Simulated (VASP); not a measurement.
A run of VASP 6.6.1 is set up as follows.

Contents of INCAR:

```
SYSTEM = Ru8N
PREC = Accurate ; ENCUT = 520
EDIFF = 1E-6 ; ISMEAR = 0
SIGMA = 0.1 ; LREAL = .FALSE.
LASPH = .TRUE. ; NELM = 120
ALGO = Normal ; ISIF = 2
LWAVE = .FALSE. ; LCHARG = .TRUE.
LDIPOL = .TRUE. ; IDIPOL = 3
DIPOL = 0.5 0.5 0.319 ; GGA = PE
IVDW = 12 ; LVHAR = .TRUE.
LVACPOTAV = .TRUE. ; NBANDS = 132
GGA_COMPAT = .FALSE. ; NELMDL = -8
KPAR = 4
```

Contents of KPOINTS:

```
Automatic mesh
0
G
  6 6 1
  0 0 0
```

The input POSCAR:

```
Ru8N
1.0
    5.3951895594      0.0000000000      0.0000000000
   -2.6975947797      4.6723712167      0.0000000000
    0.0000000000      0.0000000000     25.0383144398
Ru N
16 2
Direct
    0.3333333333      0.1666666667      0.1597551628
    0.3333333333      0.6666666667      0.1597551628
    0.8333333333      0.1666666667      0.1597551628
    0.8333333333      0.6666666667      0.1597551628
    0.1666666667      0.3333333333      0.2449409688
    0.1666666667      0.8333333333      0.2449409688
    0.6666666667      0.3333333333      0.2449409688
    0.6666666667      0.8333333333      0.2449409688
    0.3333333333      0.1666666667      0.3299719610
    0.3333333333      0.6666666667      0.3299719610
    0.8333333333      0.1666666667      0.3299719610
    0.8333333333      0.6666666667      0.3299719610
    0.1666666667      0.3333333333      0.4128997766
    0.1666666667      0.8333333333      0.4128997766
    0.6666666667      0.3333333333      0.4128997766
    0.6666666667      0.8333333333      0.4128997766
    0.1666666667      0.5000000000      0.5566794232
    0.1666666667      0.5000000000      0.6006120930
```

Potentials or basis: VASP PAW PBE potentials, release 64 (Ru_pv, N).

Run with:

```sh
$ cat potpaw_PBE.64/Ru_pv/POTCAR potpaw_PBE.64/N/POTCAR > POTCAR
$ mpirun -np 4 vasp_std > vasp.out
```

(1) What does it give for the band gap on the k mesh?

(2) Predict the dispersion energy per atom.

(3) What does it give for the largest force?

Results:

(1) zero (bands 117 and 118 overlap by 1.26 eV).

(2) -0.418 eV.

(3) 2.146 eV/Å.

Caveat: the standard files for N, O and F lose accuracy on very short bonds.
